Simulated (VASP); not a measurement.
# CrO2: single point with PBE

CrO2:

```
Cr O
1.0
     4.40919    0.00000    0.00000
     0.00000    4.40919    0.00000
     0.00000    0.00000    2.91389
Cr O
2 4
Cartesian
  0.0000 0.0000 1.4569
  2.2046 2.2046 0.0000
  0.8697 0.8697 0.0000
  1.3349 3.0743 1.4569
  3.5394 3.5394 0.0000
  3.0743 1.3349 1.4569
```

* Program: VASP 6.6.1
* Task: single point
* Functional: PBE
* Potentials or basis: VASP PAW PBE potentials, release 64 (Cr_pv, O)
* Cutoff: 520 eV
* k mesh: 4 × 4 × 6
* Occupations: gaussian, width 0.1 eV
* Spin: collinear spin, ferromagnetic start
* Starting moments: [3.0, 3.0, 0.0, 0.0, 0.0, 0.0] μB

* Pressure: 5.0 GPa
* Largest force: 0.039 eV/Å
* Band gap on the k mesh: zero (filled and empty bands overlap)
* Net moment: 4.00 μB per cell
* Site moments: Cr +2.09; O -0.07 μB
* Valence electrons inside the program's atomic spheres: Cr 10.88; O 5.04

Forces in eV/Å, atoms in the order of the input:
```
Cr   0.000  0.000  0.000
Cr   0.000  0.000  0.000
O   -0.027 -0.027  0.000
O    0.027 -0.027  0.000
O    0.027  0.027  0.000
O   -0.027  0.027  0.000
```

Stress tensor (GPa, compression positive):
```
5.20 0.00 0.00
0.00 5.20 0.00
0.00 0.00 4.52
```

Levels at points of the mesh, in eV from the Fermi level:
Spin up:
| k point | band 22 | band 23 | band 24 | band 25 | band 26 | band 27 | band 28 | band 29 | band 30 | band 31 |
| --- | --- | --- | --- | --- | --- | --- | --- | --- | --- | --- |
| (0.00, 0.00, 0.00) | -1.23 | -1.23 | -1.16 | -1.16 | -1.14 | -0.62 | 1.15 | 1.21 | 3.81 | 3.81 |
| (0.50, 0.00, 0.00) | -1.64 | -0.80 | -0.80 | -0.33 | -0.33 | 0.34 | 0.34 | 3.36 | 3.36 | 3.50 |
| (0.50, 0.50, 0.00) | -2.13 | -1.51 | -1.51 | -1.14 | -1.14 | 0.90 | 0.90 | 2.79 | 2.79 | 3.79 |
| (0.00, 0.00, 0.50) | -2.72 | -0.72 | -0.72 | 0.00 | 0.00 | 0.75 | 0.75 | 2.51 | 2.51 | 2.95 |
| (0.50, 0.00, 0.50) | -1.93 | -1.45 | -1.45 | -0.72 | -0.72 | 0.94 | 0.94 | 1.68 | 1.68 | 4.33 |
| (0.50, 0.50, 0.50) | -1.72 | -0.72 | -0.72 | -0.23 | -0.23 | 0.04 | 0.04 | 2.96 | 2.96 | 3.09 |
Spin down:
| k point | band 19 | band 20 | band 21 | band 22 | band 23 | band 24 | band 25 | band 26 |
| --- | --- | --- | --- | --- | --- | --- | --- | --- |
| (0.00, 0.00, 0.00) | -1.74 | -1.38 | -1.38 | -0.94 | 0.90 | 0.93 | 1.18 | 1.18 |
| (0.50, 0.00, 0.00) | -2.92 | -2.92 | -1.75 | -1.75 | 1.59 | 1.59 | 1.80 | 1.80 |
| (0.50, 0.50, 0.00) | -2.57 | -2.57 | -2.21 | -2.21 | 0.94 | 0.94 | 1.20 | 1.20 |
| (0.00, 0.00, 0.50) | -3.65 | -3.65 | -2.60 | -2.60 | 1.64 | 1.64 | 2.08 | 2.08 |
| (0.50, 0.00, 0.50) | -3.16 | -3.16 | -2.09 | -2.09 | 0.65 | 0.65 | 2.12 | 2.12 |
| (0.50, 0.50, 0.50) | -2.42 | -2.42 | -1.66 | -1.66 | 1.29 | 1.29 | 1.97 | 1.97 |

Run time: 57 s on 1 thread of Intel(R) Xeon(R) Platinum 8488C (Sapphire Rapids), with other jobs on the host, peak memory 0.23 GiB.

Caveat: the cell stands under pressure; semilocal functionals often make such compounds metallic where correlation or magnetic order opens a gap, which also shifts bond lengths; the run started ferromagnetic, and an antiferromagnetic order may lie lower in energy. With open d or f shells a metallic result of PBE can be an artefact of self-interaction; +U or a hybrid may open a gap.
